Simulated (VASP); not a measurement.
# NaCl (I4/mmm) in VASP: further runs, part 2 of 2

VASP 6.6.1. The steps go on from the part before.

## (3) Single point, r2SCAN (uniaxial y strain -0.7%)

File POSCAR:

```
NaCl
1.0
    0.0000000000      2.7842339312      2.8027319622
    2.8027319622      0.0000000000      2.8027319622
    2.8027319622      2.7842339312      0.0000000000
Na Cl
1 1
Direct
    0.0000000000      0.0000000000      0.0000000000
    0.5000000000      0.5000000000      0.5000000000
```

File INCAR.step1:

```
SYSTEM = NaCl
  ALGO = Normal
  EDIFF = 1E-4
  ENCUT = 520
  GGA = PE
  ISMEAR = 0
  LASPH = .TRUE.
  LCHARG = .FALSE.
  LREAL = .FALSE.
  LWAVE = .TRUE.
  NBANDS = 14
  NELM = 100
  PREC = Accurate
  SIGMA = 0.01
```

File INCAR.step2:

```
SYSTEM = NaCl
  ALGO = Normal
  EDIFF = 1E-6
  ENCUT = 520
  ISIF = 2
  ISMEAR = 0
  ISTART = 1
  LASPH = .TRUE.
  LCHARG = .FALSE.
  LMIXTAU = .TRUE.
  LREAL = .FALSE.
  LWAVE = .FALSE.
  METAGGA = R2SCAN
  NBANDS = 14
  NELM = 100
  PREC = Accurate
  SIGMA = 0.01
```

File KPOINTS:

```
k-points
0
G
  8 8 8
  0 0 0
```

Potentials or basis: VASP PAW PBE potentials, release 64 (Na_pv, Cl).

Launch:

```
> cat potpaw_PBE.64/Na_pv/POTCAR potpaw_PBE.64/Cl/POTCAR > POTCAR
> cp INCAR.step1 INCAR
> mpirun -np 1 vasp_std > vasp.out
> cp INCAR.step2 INCAR
> mpirun -np 1 vasp_std > vasp.out
```

OUTCAR:

```text
SYSTEM = NaCl
   EDIFF = 1E-6
   ENCUT = 520
   ISIF = 2
   ISMEAR = 0
   ISTART = 1
   LASPH = .TRUE.
   LREAL = .FALSE.
   METAGGA = R2SCAN
   NELM = 100
   PREC = Accurate

 ion  position               nearest neighbor table
   1  0.000  0.000  0.000-
   2  0.500  0.500  0.500-

  LATTYP: Found a body centered tetragonal cell.
 ALAT       =     3.9636615526
 C/A-ratio  =     1.4048797528

  Lattice vectors:

 A1 = (   0.0000000000,  -2.7842339312,   2.8027319622)
 A2 = (   0.0000000000,  -2.7842339312,  -2.8027319622)
 A3 = (   2.8027319622,   2.7842339312,   0.0000000000)

Analysis of symmetry for initial positions (statically):
=====================================================================
 Subroutine PRICEL returns:
 Original cell was already a primitive cell.

 Routine SETGRP: Setting up the symmetry group for a
 body centered tetragonal supercell.

 Subroutine GETGRP returns: Found 16 space group operations
 (whereof 16 operations were pure point group operations)
 out of a pool of 16 trial point group operations.

The static configuration has the point symmetry D_4h.

Analysis of symmetry for dynamics (positions and initial velocities):
=====================================================================
 Subroutine PRICEL returns:
 Original cell was already a primitive cell.

 Routine SETGRP: Setting up the symmetry group for a
 body centered tetragonal supercell.

 Subroutine GETGRP returns: Found 16 space group operations
 (whereof 16 operations were pure point group operations)
 out of a pool of 16 trial point group operations.

The dynamic configuration has the point symmetry D_4h.

 Subroutine INISYM returns: Found 16 space group operations
 (whereof 16 operations are pure point group operations),
 and found     1 'primitive' translations

----------------------------------------------------------------------------------------

                                     Primitive cell

  volume of cell :      43.7420

  direct lattice vectors                    reciprocal lattice vectors
     0.000000000  2.784233931  2.802731962    -0.178397366  0.179582611  0.178397366
     2.802731962  0.000000000  2.802731962     0.178397366 -0.179582611  0.178397366
     2.802731962  2.784233931  0.000000000     0.178397366  0.179582611 -0.178397366

  length of vectors
     3.950603123  3.963661553  3.950603123     0.309679116  0.309679116  0.309679116

  position of ions in fractional coordinates (direct lattice)
     0.000000000  0.000000000  0.000000000
     0.500000000  0.500000000  0.500000000

  ion indices of the primitive-cell ions
   primitive index   ion index
                 1           1
                 2           2

----------------------------------------------------------------------------------------

 KPOINTS: k-points

Automatic generation of k-mesh.
 Grid dimensions read from file:
[... 25 lines left out ...]
  0.375000  0.000000  0.000000      8.000000
  0.500000  0.000000  0.000000      4.000000
  0.125000  0.125000  0.000000      4.000000
[... 16 lines left out ...]
  0.250000  0.000000  0.125000      8.000000
  0.375000  0.000000  0.125000      8.000000
 [... further k-points ...]
   k-points           NKPTS =     59   k-points in BZ     NKDIM =     59   number of bands    NBANDS=     14
   number of dos      NEDOS =    301   number of ions     NIONS =      2
   total plane-waves  NPLWV =  27000
   dimension x,y,z NGX =    30 NGY =   30 NGZ =   30
   dimension x,y,z NGXF=    60 NGYF=   60 NGZF=   60
   ions per type =               1   1
   NGX,Y,Z   is equivalent  to a cutoff of  12.62, 12.58, 12.62 a.u.
   NGXF,Y,Z  is equivalent  to a cutoff of  25.25, 25.17, 25.25 a.u.
 SYSTEM =  NaCl
   PREC   = accura    normal or accurate (medium, high low for compatibility)
   ISTART =      1    job   : 0-new  1-cont  2-samecut
   ICHARG =      0    charge: 1-file 2-atom 10-const
   ISPIN  =      1    spin polarized calculation?
   LNONCOLLINEAR =      F non collinear calculations
   LSORBIT =      F    spin-orbit coupling
   LASPH  =      T    aspherical Exc in radial PAW
   ENCUT  =  520.0 eV  38.22 Ry    6.18 a.u.   7.35  7.37  7.35*2*pi/ulx,y,z
   NELM   =    100;   NELMIN=  2; NELMDL=  0     # of ELM steps
   EDIFF  = 0.1E-05   stopping-criterion for ELM
   LREAL  =      F    real-space projection
   EDIFFG = 0.1E-04   stopping-criterion for IOM
   NSW    =      0    number of steps for IOM
   IBRION =     -1    ionic relax: 0-MD 1-quasi-New 2-CG
   NFREE  =      0    steps in history (QN), initial steepest desc. (CG)
   ISIF   =      2    stress and relaxation
   ISYM   =      2    0-nonsym 1-usesym 2-fastsym
   POTIM  = 0.5000    time-step for ionic-motion
   TEBEG  =    0.0;   TEEND  =   0.0 temperature during run
   PSTRESS=    0.0 pullay stress
   NELECT =      14.0000    total number of electrons
   NUPDOWN=      -1.0000    fix difference up-down
   EMIN   =  10.00;   EMAX   =-10.00  energy-range for DOS
   EFERMI =   0.00;   METHOD = LEGACY
   ISMEAR =     0;   SIGMA  =   0.01  broadening in eV -4-tet -1-fermi 0-gaus
   EFERMI_NEDOS =   21; number of points for ismear=-14 and -15
   IALGO  =     38    algorithm
   IMIX   =      4    mixing-type and parameters
     AMIX     =   0.40;   BMIX     =  1.00
     AMIX_MAG =   1.60;   BMIX_MAG =  1.00
  volume/ion in A,a.u.               =      21.87       147.59
  Fermi-wavevector in a.u.,A,eV,Ry     =   1.119828  2.116168 17.061899  1.254014
  Thomas-Fermi vector in A             =   2.256470
   LORBIT       =      0    0 simple, 1 ext, 2 COOP (PROOUT), +10 PAW based schemes
   METAGGA = R2SCAN    functional components
   LHFCALC =     F    Hartree Fock is set to
   AEXX    =    0.0000 exact exchange contribution
   IVDW    =     0    specifies the selected vdW correction
   LEPSILON=     F    determine dielectric tensor
   LRPA    =     F    only Hartree local field effects (RPA)
 non-spin polarized calculation
 Gauss-broadening in eV      SIGMA  =   0.01
  energy-cutoff  :      520.00
  volume of cell :       43.74
 maximum number of plane-waves:      1235
 NGX is ok and might be reduce to    30
   NGX = 15   NGY = 15   NGZ = 15

 number of electron      14.0000006 magnetization

 Free energy of the ion-electron system (eV)
  ---------------------------------------------------
  ext. energy  EPLUGINS =         0.00000000
  ---------------------------------------------------
  free energy    TOTEN  =       -13.78996775 eV

  energy without entropy =      -13.78996775  energy(sigma->0) =      -13.78996775

 E-fermi :  -0.8935     XC(G=0):  -8.7619

 val. band max:       -1.0167091736   @ k =   0.0000   0.0000   0.0000
 cond. band min:       5.0080409706   @ k =   0.0000   0.0000   0.0000
 fundamental gap:      6.0247501442
 Fermi energy:        -0.8934549718

 k-point     1 :       0.0000    0.0000    0.0000
  band No.  band energies     occupation
      1     -22.4920      2.00000
      2     -22.4917      2.00000
      3     -22.4911      2.00000
      4     -14.2989      2.00000
      5      -1.0212      2.00000
      6      -1.0167      2.00000
      7      -1.0167      2.00000
      8       5.0080      0.00000
      9      10.7488      0.00000
     10      10.7488      0.00000
     11      10.7993      0.00000
     12      13.0049      0.00000
     13      13.0882      0.00000
     14      14.6951      0.00000
[... 377 lines left out ...]
      1     -22.5145      2.00000
      2     -22.4952      2.00000
      3     -22.4942      2.00000
      4     -14.0041      2.00000
      5      -2.5692      2.00000
      6      -1.3733      2.00000
      7      -1.3377      2.00000
      8       7.2341      0.00000
      9       9.5566      0.00000
     10      10.5486      0.00000
     11      11.3693      0.00000
     12      13.4653      0.00000
     13      14.8091      0.00000
     14      16.5222      0.00000

 [... further k-points ...]

------------------------ aborting loop because EDIFF is reached ----------------------------------------

  FORCE on cell =-STRESS in cart. coord.  units (eV):
  Direction    XX          YY          ZZ          XY          YZ          ZX
  --------------------------------------------------------------------------------------
  -------------------------------------------------------------------------------------
  Total       -0.0164565      0.0736701     -0.0164565      0.0000000      0.0000000      0.0000000
  in kB       -0.6027666      2.6983800     -0.6027666      0.0000000      0.0000000      0.0000000
  external PRESSURE =       0.4976156 kB  Pullay stress =       0.0000000 kB

 VOLUME and BASIS-vectors are now :
 -----------------------------------------------------------------------------
  energy-cutoff  :      520.00
  volume of cell :       43.74
      direct lattice vectors                 reciprocal lattice vectors
     0.000000000  2.784233931  2.802731962    -0.178397366  0.179582611  0.178397366
     2.802731962  0.000000000  2.802731962     0.178397366 -0.179582611  0.178397366
     2.802731962  2.784233931  0.000000000     0.178397366  0.179582611 -0.178397366

 POSITION                                       TOTAL-FORCE (eV/Angst)
 -----------------------------------------------------------------------------------
      0.00000      0.00000      0.00000        -0.000000      0.000000      0.000000
      2.80273      2.78423      2.80273         0.000000      0.000000     -0.000000
 -----------------------------------------------------------------------------------
    total drift:                               -0.000000      0.000000      0.000000

  FREE ENERGIE OF THE ION-ELECTRON SYSTEM (eV)
  ---------------------------------------------------
  free  energy   TOTEN  =       -13.7899677492 eV

  energy  without entropy=      -13.7899677492  energy(sigma->0) =      -13.78996775
```

Run time: 2.1 min. Hardware: 1 thread of Intel Xeon Platinum 8375C at 2.90GHz (Ice Lake), shared host; peak memory 0.18 GiB.

Results:

```
Free energy            : -13.7900 eV
Pressure               : 0.0 GPa
Band gap on the k mesh : 6.02 eV
```

Stress tensor (GPa, compression positive):
```
-0.06  0.00  0.00
 0.00  0.27  0.00
 0.00  0.00 -0.06
```

Caveat: the cell differs from its parent crystal (uniaxial y strain -0.7%); the PAW data sets were made with another functional, which shifts forces and pressure a little. A k mesh can miss the band edges.
